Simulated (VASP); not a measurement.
# Zn (Im-3m) in VASP: notebook

Zn is run at these levels: PBE+D3(BJ); tasks: single point.

Program: VASP 6.6.1. These are calculated values, not measurements. Logs are shortened: lines on timing, memory, paths and dates and some standing lists are left out, and cuts for length are marked.

### Step 1. The cell of the first run

It takes space group Im-3m (No. 229, cubic). The conventional cell has a = 3.159 Å, b = 3.159 Å, c = 3.159 Å, α = 90.00°, β = 90.00°, γ = 90.00°. Zn (site symmetry m-3m) has 14 Zn at 2.74 to 3.16 Å within 3.6 Å.

### Step 2. Single point, PBE+D3(BJ), collinear spin, ferromagnetic start (volume scaled by 1.02)

Contents of INCAR:

```
PREC = Accurate ; ENCUT = 520
EDIFF = 1E-7 ; ISMEAR = 1
SIGMA = 0.025 ; LREAL = F
LASPH = T ; NELM = 150
ALGO = Fast ; ISIF = 2
LWAVE = F ; LCHARG = F
ISPIN = 2 ; MAGMOM = 0.5
LORBIT = 11 ; GGA = PE
IVDW = 12 ; NBANDS = 16
```

Contents of KPOINTS:

```
Automatic mesh
0
Gamma
  12 12 12
```

Contents of POSCAR:

```
Zn
1.0
   -1.5794282763      1.5794282763      1.5794282763
    1.5794282763     -1.5794282763      1.5794282763
    1.5794282763      1.5794282763     -1.5794282763
Zn
1
Direct
    0.0000000000      0.0000000000      0.0000000000
```

Potentials or basis: VASP PAW PBE potentials, release 64 (Zn).

Launch:

```bash
cat potpaw_PBE.64/Zn/POTCAR > POTCAR
mpirun -np 1 vasp_std > vasp.out
```

OUTCAR:

```text
PREC = Accurate
   ENCUT = 520
   EDIFF = 1E-7
   ISMEAR = 1
   LREAL = F
   LASPH = T
   NELM = 150
   ISIF = 2
   ISPIN = 2
   LORBIT = 11
   GGA = PE
   IVDW = 12
 IVDW          = 12

 ion  position               nearest neighbor table
   1  0.000  0.000  0.000-

  LATTYP: Found a body centered cubic cell.
 ALAT       =     3.1588565526

  Lattice vectors:

 A1 = (  -1.5794282763,   1.5794282763,   1.5794282763)
 A2 = (   1.5794282763,  -1.5794282763,   1.5794282763)
 A3 = (   1.5794282763,   1.5794282763,  -1.5794282763)

Analysis of symmetry for initial positions (statically):
=====================================================================
 Subroutine PRICEL returns:
 Original cell was already a primitive cell.

 Routine SETGRP: Setting up the symmetry group for a
 body centered cubic supercell.

 Subroutine GETGRP returns: Found 48 space group operations
 (whereof 48 operations were pure point group operations)
 out of a pool of 48 trial point group operations.

The static configuration has the point symmetry O_h .

Analysis of symmetry for dynamics (positions and initial velocities):
=====================================================================
 Subroutine PRICEL returns:
 Original cell was already a primitive cell.

 Routine SETGRP: Setting up the symmetry group for a
 body centered cubic supercell.

 Subroutine GETGRP returns: Found 48 space group operations
 (whereof 48 operations were pure point group operations)
 out of a pool of 48 trial point group operations.

The dynamic configuration has the point symmetry O_h .

Analysis of structural, dynamic, and magnetic symmetry:
=====================================================================
 Subroutine PRICEL returns:
 Original cell was already a primitive cell.

 Routine SETGRP: Setting up the symmetry group for a
 body centered cubic supercell.

 Subroutine GETGRP returns: Found 48 space group operations
 (whereof 48 operations were pure point group operations)
 out of a pool of 48 trial point group operations.

The overall configuration has the point symmetry O_h .

 Subroutine INISYM returns: Found 48 space group operations
 (whereof 48 operations are pure point group operations),
 and found     1 'primitive' translations

----------------------------------------------------------------------------------------

                                     Primitive cell

  volume of cell :      15.7601

  direct lattice vectors                    reciprocal lattice vectors
    -1.579428276  1.579428276  1.579428276     0.000000000  0.316570247  0.316570247
     1.579428276 -1.579428276  1.579428276     0.316570247  0.000000000  0.316570247
     1.579428276  1.579428276 -1.579428276     0.316570247  0.316570247  0.000000000

  length of vectors
     2.735650021  2.735650021  2.735650021     0.447697937  0.447697937  0.447697937

  position of ions in fractional coordinates (direct lattice)
     0.000000000  0.000000000  0.000000000

  ion indices of the primitive-cell ions
   primitive index   ion index
                 1           1

----------------------------------------------------------------------------------------

 KPOINTS: Automatic mesh

Automatic generation of k-mesh.
 Grid dimensions read from file:
 generate k-points for:   12   12   12

 Generating k-lattice:

  Cartesian coordinates                     Fractional coordinates (reciprocal lattice)
     0.000000000  0.026380854  0.026380854     0.083333333  0.000000000  0.000000000
     0.026380854  0.000000000  0.026380854     0.000000000  0.083333333  0.000000000
     0.026380854  0.026380854  0.000000000     0.000000000  0.000000000  0.083333333

  Length of vectors
     0.037308161  0.037308161  0.037308161

  Shift w.r.t. Gamma in fractional coordinates (k-lattice)
     0.000000000  0.000000000  0.000000000

 Subroutine IBZKPT returns following result:
 ===========================================

 Found     72 irreducible k-points:

 Following reciprocal coordinates:
            Coordinates               Weight
  0.000000  0.000000  0.000000      1.000000
  0.083333  0.000000  0.000000     12.000000
  0.166667  0.000000  0.000000     12.000000
  0.250000  0.000000  0.000000     12.000000
  0.333333  0.000000  0.000000     12.000000
  0.416667  0.000000  0.000000     12.000000
[... 16 lines left out ...]
  0.333333  0.083333  0.083333     24.000000
  0.416667  0.083333  0.083333     12.000000
 [... further k-points ...]
   k-points           NKPTS =     72   k-points in BZ     NKDIM =     72   number of bands    NBANDS=     16
   number of dos      NEDOS =    301   number of ions     NIONS =      1
   total plane-waves  NPLWV =   8000
   dimension x,y,z NGX =    20 NGY =   20 NGZ =   20
   dimension x,y,z NGXF=    40 NGYF=   40 NGZF=   40
   ions per type =               1
   NGX,Y,Z   is equivalent  to a cutoff of  12.15, 12.15, 12.15 a.u.
   NGXF,Y,Z  is equivalent  to a cutoff of  24.31, 24.31, 24.31 a.u.
 SYSTEM =  unknown system
   PREC   = accura    normal or accurate (medium, high low for compatibility)
   ISTART =      0    job   : 0-new  1-cont  2-samecut
   ICHARG =      2    charge: 1-file 2-atom 10-const
   ISPIN  =      2    spin polarized calculation?
   LNONCOLLINEAR =      F non collinear calculations
   LSORBIT =      F    spin-orbit coupling
   LASPH  =      T    aspherical Exc in radial PAW
   ENCUT  =  520.0 eV  38.22 Ry    6.18 a.u.   5.09  5.09  5.09*2*pi/ulx,y,z
   NELM   =    150;   NELMIN=  2; NELMDL= -5     # of ELM steps
   EDIFF  = 0.1E-06   stopping-criterion for ELM
   LREAL  =      F    real-space projection
   EDIFFG = 0.1E-05   stopping-criterion for IOM
   NSW    =      0    number of steps for IOM
   IBRION =     -1    ionic relax: 0-MD 1-quasi-New 2-CG
   NFREE  =      0    steps in history (QN), initial steepest desc. (CG)
   ISIF   =      2    stress and relaxation
   ISYM   =      2    0-nonsym 1-usesym 2-fastsym
   POTIM  = 0.5000    time-step for ionic-motion
   TEBEG  =    0.0;   TEEND  =   0.0 temperature during run
   PSTRESS=    0.0 pullay stress
   NELECT =      12.0000    total number of electrons
   NUPDOWN=      -1.0000    fix difference up-down
   EMIN   =  10.00;   EMAX   =-10.00  energy-range for DOS
   EFERMI =   0.00;   METHOD = LEGACY
   ISMEAR =     1;   SIGMA  =   0.03  broadening in eV -4-tet -1-fermi 0-gaus
   EFERMI_NEDOS =   21; number of points for ismear=-14 and -15
   IALGO  =     68    algorithm
   IMIX   =      4    mixing-type and parameters
     AMIX     =   0.40;   BMIX     =  1.00
     AMIX_MAG =   1.60;   BMIX_MAG =  1.00
  volume/ion in A,a.u.               =      15.76       106.35
  Fermi-wavevector in a.u.,A,eV,Ry     =   1.494911  2.824972 30.405741  2.234759
  Thomas-Fermi vector in A             =   2.607123
   LORBIT       =     11    0 simple, 1 ext, 2 COOP (PROOUT), +10 PAW based schemes
   GGA     = PE    functional components
   LHFCALC =     F    Hartree Fock is set to
   AEXX    =    0.0000 exact exchange contribution
   IVDW    =    12    specifies the selected vdW correction
   LEPSILON=     F    determine dielectric tensor
   LRPA    =     F    only Hartree local field effects (RPA)
 spin polarized calculation
 RMM-DIIS sequential band-by-band and
 Methfessel and Paxton  Order N= 1 SIGMA  =   0.03
  energy-cutoff  :      520.00
  volume of cell :       15.76
 maximum number of plane-waves:       435
   NGX = 11   NGY = 11   NGZ = 11

 number of electron      12.0000011 magnetization      -0.1428348

 number of electron      12.0000011 magnetization       0.0015116

 Free energy of the ion-electron system (eV)
  ---------------------------------------------------
  ext. energy  EPLUGINS =         0.00000000
  ---------------------------------------------------
  free energy    TOTEN  =        -1.01500371 eV

  energy without entropy =       -1.01484259  energy(sigma->0) =       -1.01495000

 E-fermi :   2.8668     XC(G=0): -11.3808

 val. band max:        2.8634339359   @ k =   0.4167   0.0833   0.0000
 cond. band min:       3.0079029741   @ k =   0.3333   0.2500   0.0833
 fundamental gap:      0.1444690383
 Fermi energy:         2.8668482928

 spin component 1

 k-point     1 :       0.0000    0.0000    0.0000
  band No.  band energies     occupation
      1      -7.2318      1.00000
      2      -4.7552      1.00000
      3      -4.7552      1.00000
      4      -4.7552      1.00000
      5      -4.2758      1.00000
      6      -4.2758      1.00000
[... 8 lines left out ...]
     15      24.9278      0.00000
     16      25.3219      0.00000

 k-point     2 :       0.0833    0.0000    0.0000
  band No.  band energies     occupation
      1      -7.0164      1.00000
      2      -4.7746      1.00000
      3      -4.7501      1.00000
      4      -4.7060      1.00000
      5      -4.2937      1.00000
      6      -4.2746      1.00000
[... 8 lines left out ...]
     15      26.7091      0.00000
     16      27.0983      0.00000

 k-point     3 :       0.1667    0.0000    0.0000
  band No.  band energies     occupation
      1      -6.3988      1.00000
      2      -4.8274      1.00000
      3      -4.7202      1.00000
      4      -4.5689      1.00000
      5      -4.3278      1.00000
      6      -4.2708      1.00000
[... 8 lines left out ...]
     15      29.6151      0.00000
     16      30.0976      0.00000
[... 362 lines left out ...]
 k-point    23 :       0.3333    0.0833    0.0833
  band No.  band energies     occupation
      1      -5.2125      1.00000
      2      -5.0207      1.00000
      3      -4.2942      1.00000
      4      -4.2481      1.00000
      5      -4.2475      1.00000
      6      -0.8259      1.00000
[... 8 lines left out ...]
     15      35.3769      0.00000
     16      36.8117      0.00000

 k-point    24 :       0.4167    0.0833    0.0833
  band No.  band energies     occupation
      1      -5.2379      1.00000
      2      -5.0370      1.00000
      3      -4.2856      1.00000
      4      -4.2439      1.00000
      5      -4.1752      1.00000
      6       1.0460      1.00000
[... 8 lines left out ...]
     15      34.9460      0.00000
     16      41.2022      0.00000

 [... further k-points ...]

 spin component 2

 k-point     1 :       0.0000    0.0000    0.0000
  band No.  band energies     occupation
      1      -7.2300      1.00000
      2      -4.7547      1.00000
      3      -4.7547      1.00000
      4      -4.7547      1.00000
      5      -4.2755      1.00000
      6      -4.2755      1.00000
[... 8 lines left out ...]
     15      24.9296      0.00000
     16      25.3237      0.00000

 k-point     2 :       0.0833    0.0000    0.0000
  band No.  band energies     occupation
      1      -7.0146      1.00000
      2      -4.7741      1.00000
      3      -4.7496      1.00000
      4      -4.7056      1.00000
      5      -4.2933      1.00000
      6      -4.2743      1.00000
[... 8 lines left out ...]
     15      26.7110      0.00000
     16      27.1001      0.00000

 k-point     3 :       0.1667    0.0000    0.0000
  band No.  band energies     occupation
      1      -6.3971      1.00000
      2      -4.8270      1.00000
      3      -4.7197      1.00000
      4      -4.5685      1.00000
      5      -4.3275      1.00000
      6      -4.2705      1.00000
[... 8 lines left out ...]
     15      29.6167      0.00000
     16      30.0994      0.00000
[... 362 lines left out ...]
 k-point    23 :       0.3333    0.0833    0.0833
  band No.  band energies     occupation
      1      -5.2119      1.00000
      2      -5.0202      1.00000
      3      -4.2939      1.00000
      4      -4.2476      1.00000
      5      -4.2472      1.00000
      6      -0.8243      1.00000
[... 8 lines left out ...]
     15      35.3786      0.00000
     16      36.8136      0.00000

 k-point    24 :       0.4167    0.0833    0.0833
  band No.  band energies     occupation
      1      -5.2373      1.00000
      2      -5.0365      1.00000
      3      -4.2852      1.00000
      4      -4.2436      1.00000
      5      -4.1747      1.00000
      6       1.0478      1.00000
[... 8 lines left out ...]
     15      34.9477      0.00000
     16      41.2034      0.00000

 [... further k-points ...]

------------------------ aborting loop because EDIFF is reached ----------------------------------------

 Edisp (eV)   -0.38661

 E8    (eV) :    -0.1621

  FORCE on cell =-STRESS in cart. coord.  units (eV):
  Direction    XX          YY          ZZ          XY          YZ          ZX
  --------------------------------------------------------------------------------------
  -------------------------------------------------------------------------------------
  Total      -0.52046    -0.52046    -0.52046    -0.00000     0.00000    -0.00000
  in kB     -52.91055   -52.91055   -52.91055    -0.00000     0.00000    -0.00000
  external pressure =      -52.91 kB  Pullay stress =        0.00 kB

 VOLUME and BASIS-vectors are now :
 -----------------------------------------------------------------------------
  energy-cutoff  :      520.00
  volume of cell :       15.76
      direct lattice vectors                 reciprocal lattice vectors
    -1.579428276  1.579428276  1.579428276     0.000000000  0.316570247  0.316570247
     1.579428276 -1.579428276  1.579428276     0.316570247  0.000000000  0.316570247
     1.579428276  1.579428276 -1.579428276     0.316570247  0.316570247  0.000000000

 POSITION                                       TOTAL-FORCE (eV/Angst)
 -----------------------------------------------------------------------------------
      0.00000      0.00000      0.00000        -0.000000     -0.000000     -0.000000
 -----------------------------------------------------------------------------------
    total drift:                                0.000000     -0.000000      0.000000

  FREE ENERGIE OF THE ION-ELECTRON SYSTEM (eV)
  ---------------------------------------------------
  free  energy   TOTEN  =        -1.4016142612 eV

  energy  without entropy=       -1.4014531396  energy(sigma->0) =       -1.40156055

 total charge

# of ion       s       p       d       tot
------------------------------------------
    1        0.605   0.390   9.727  10.722

 magnetization (x)

# of ion       s       p       d       tot
------------------------------------------
    1        0.000   0.000   0.000   0.001
```

Run time: 15 s. Hardware: 1 thread of Intel Xeon 6975P-C (Granite Rapids), shared host; peak memory 0.15 GiB.

Results:

- Free energy: -1.4016 eV
- Pressure: -5.3 GPa
- Band gap on the k mesh: zero (filled and empty bands overlap)
- Net moment: 0.00 μB per cell
- Valence electrons inside the program's atomic spheres: Zn 10.72
- Dispersion energy per atom: -0.387 eV

Levels at points of the mesh, in eV from the Fermi level:
Spin up:
| k point | band 4 | band 5 | band 6 | band 7 | band 8 | band 9 |
| --- | --- | --- | --- | --- | --- | --- |
| (0.00, 0.00, 0.00) | -7.62 | -7.14 | -7.14 | 18.72 | 18.72 | 18.72 |
| (0.50, 0.00, 0.00) | -7.11 | -6.82 | -2.48 | -0.95 | 11.19 | 12.60 |
| (0.50, 0.50, 0.50) | -6.90 | -6.90 | 4.23 | 4.23 | 4.23 | 7.29 |
Spin down:
| k point | band 3 | band 4 | band 5 | band 6 | band 7 | band 8 | band 9 | band 10 |
| --- | --- | --- | --- | --- | --- | --- | --- | --- |
| (0.00, 0.00, 0.00) | -7.62 | -7.62 | -7.14 | -7.14 | 18.72 | 18.72 | 18.72 | 20.62 |
| (0.50, 0.00, 0.00) | -7.17 | -7.11 | -6.82 | -2.48 | -0.95 | 11.19 | 12.61 | 15.18 |
| (0.50, 0.50, 0.50) | -6.90 | -6.90 | -6.90 | 4.23 | 4.23 | 4.23 | 7.29 | 8.54 |

Caveat: three body term missing; pairwise dispersion overbinds metals, which lowers pressure and volume.

(Continued in part 2 of 2.)
